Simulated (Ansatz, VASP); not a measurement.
One calculation of Ga2Sb2CO, two programs

INCAR

```
  PREC = Accurate
  ENCUT = 520
  EDIFF = 1E-6
  ISMEAR = 0
  SIGMA = 0.1
  LREAL = False
  LASPH = True
  NELM = 80
  ALGO = Normal
  ISIF = 2
  LWAVE = False
  LCHARG = True
  LDIPOL = True
  IDIPOL = 3
  DIPOL = 0.5 0.5 0.352
  GGA = PE
  IVDW = 12
  LELF = True
  LVHAR = True
  LVACPOTAV = True
  NBANDS = 32
```

KPOINTS

```
Automatic mesh
0
Gamma
  6 6 1
```

Contents of POSCAR:

```
Ga2Sb2CO
1.0
    4.3343814647      0.0000000000      0.0000000000
   -2.1671907324      3.7536844581      0.0000000000
    0.0000000000      0.0000000000     23.6197422994
Sb Ga O C
2 2 1 1
Direct
    0.0000000000      0.0000000000      0.1693498578
    0.3333333333      0.6666666667      0.3259656336
    0.3333333333      0.6666666667      0.2068080104
    0.6666666667      0.3333333333      0.3585874135
    0.6666666667      0.3333333333      0.5025347927
    0.6666666667      0.3333333333      0.5512228768
```

Input for Ansatz:

```yaml
crystal:
  lattice:
    - [4.3343814647, 0.0, 0.0]
    - [-2.1671907324, 3.7536844581, 0.0]
    - [0.0, 0.0, 23.6197422994]
  atoms:
    - { symbol: Sb, position: [0.0, 0.0, 0.1693498578] }
    - { symbol: Ga, position: [0.3333333333, 0.6666666667, 0.2068080104] }
    - { symbol: Sb, position: [0.3333333333, 0.6666666667, 0.3259656336] }
    - { symbol: Ga, position: [0.6666666667, 0.3333333333, 0.3585874135] }
    - { symbol: O, position: [0.6666666667, 0.3333333333, 0.5025347927] }
    - { symbol: C, position: [0.6666666667, 0.3333333333, 0.5512228768] }
basis:
  ecutwfc: 420
kpoints:
  mp_grid: { grid: [6, 6, 1] }
hamiltonian:
  xc: pbe
  pseudopotentials: { kind: paw, azcp: { folder: soft_1 } }
  dispersion: d3bj
scf:
  occupations: { method: gaussian, width: 0.1 }
output:
  forces: true
  eigenvalues: true
efield:
  axis: 3
  dipole_correction: true
  ramp_width: 0.04
```

Alike in both runs: task single point; functional PBE; dispersion D3(BJ); k mesh 6 × 6 × 1; occupations gaussian, width 0.1 eV; no spin polarisation.

```csv
,VASP,Ansatz
version,VASP 6.6.1,Ansatz 0.2.0
potentials or method,"VASP PAW PBE potentials, release 64 (Sb, Ga_d, O, C), cutoff 520 eV","scalar-relativistic, plane waves, PAW"
valence electrons in the cell,46,66
```

```tsv
	VASP	Ansatz	Ansatz less VASP
gap on the k mesh at the Fermi level (eV)	0.07	0.06	-0.005
least direct gap on the mesh (eV)	0.10	0.10	+0.005
rms of the force components (eV/Å)	0.246	0.513	+0.2676
```

One of these differences is far larger than is usual between the two programs; its cause wasn't traced. VASP's potentials hold 46 valence electrons a cell and Ansatz's 66, so a difference there can come from the potentials and not from the codes.

Neither program's run includes spin-orbit coupling. Noted on VASP's run: the standard files for N, O and F lose accuracy on very short bonds.
